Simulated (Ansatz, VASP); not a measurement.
# Two plane-wave programs on InGaSe

File INCAR:

```
PREC = Accurate ; ENCUT = 520
EDIFF = 1E-7 ; ISMEAR = 0
SIGMA = 0.1 ; LREAL = F
LASPH = T ; NELM = 60
ALGO = Normal ; ISIF = 2
LWAVE = F ; LCHARG = T
GGA = PE ; LELF = T
LVHAR = T ; NBANDS = 41
```

The input KPOINTS:

```
regular mesh
0
Gamma
  6 6 2
```

POSCAR

```
InGaSe
1.0
    4.6910316200      0.0000000000      0.0000000000
   -2.3455158100      4.0625525600      0.0000000000
    0.0000000000      0.0000000000      7.5024018200
In Ga Se
2 2 2
Direct
    0.3333333300      0.6666666700      0.8008086700
    0.6666666700      0.3333333300      0.3008086700
    0.0000000000      0.0000000000      0.4934661400
    0.0000000000      0.0000000000      0.9934661400
    0.6666666700      0.3333333300      0.7129252000
    0.3333333300      0.6666666700      0.2129252000
```

Input for Ansatz:

```yaml
crystal:
  lattice:
    - [4.69103162, 0.0, 0.0]
    - [-2.34551581, 4.06255256, 0.0]
    - [0.0, 0.0, 7.50240182]
  atoms:
    - { symbol: In, position: [0.33333333, 0.66666667, 0.80080867] }
    - { symbol: In, position: [0.66666667, 0.33333333, 0.30080867] }
    - { symbol: Ga, position: [0.0, 0.0, 0.49346614] }
    - { symbol: Ga, position: [0.0, 0.0, 0.99346614] }
    - { symbol: Se, position: [0.66666667, 0.33333333, 0.7129252] }
    - { symbol: Se, position: [0.33333333, 0.66666667, 0.2129252] }
basis:
  ecutwfc: 420
kpoints:
  mp_grid: { grid: [6, 6, 2] }
hamiltonian:
  xc: pbe
scf:
  occupations: { method: gaussian, width: 0.1 }
  lower_state_search: "off"
output:
  forces: true
  stress: true
  eigenvalues: true
```

Change from the starting cell: species swapped into the PrAgPb type (P6_3mc, No. 186).

Alike in both runs: task single point; functional PBE; k mesh 6 × 6 × 2; occupations gaussian, width 0.1 eV; no spin polarisation.

```csv
,VASP,Ansatz
version,VASP 6.6.1,Ansatz 0.2.0
potentials or method,"VASP PAW PBE potentials, release 64 (In_d, Ga_d, Se), cutoff 520 eV","scalar-relativistic, plane waves, PAW"
valence electrons in the cell,64,84
```

```csv
,VASP,Ansatz,Ansatz less VASP
gap on the k mesh at the Fermi level (eV),none,none,-
pressure (GPa),6.4,6.4,-0.03
"traceless stress, the component that is largest in VASP (GPa)",-3.04,-3.02,+0.021
rms of the force components (eV/Å),0.138,0.138,+0.0001
```

Atom by atom the forces differ by 0.000 eV/Å (rms over components). A gap of «none» marks a metal or a gap that the smearing closes. VASP's potentials hold 64 valence electrons a cell and Ansatz's 84, so a difference there can come from the potentials and not from the codes.

The k mesh is coarse, so the values compare programs but aren't converged.
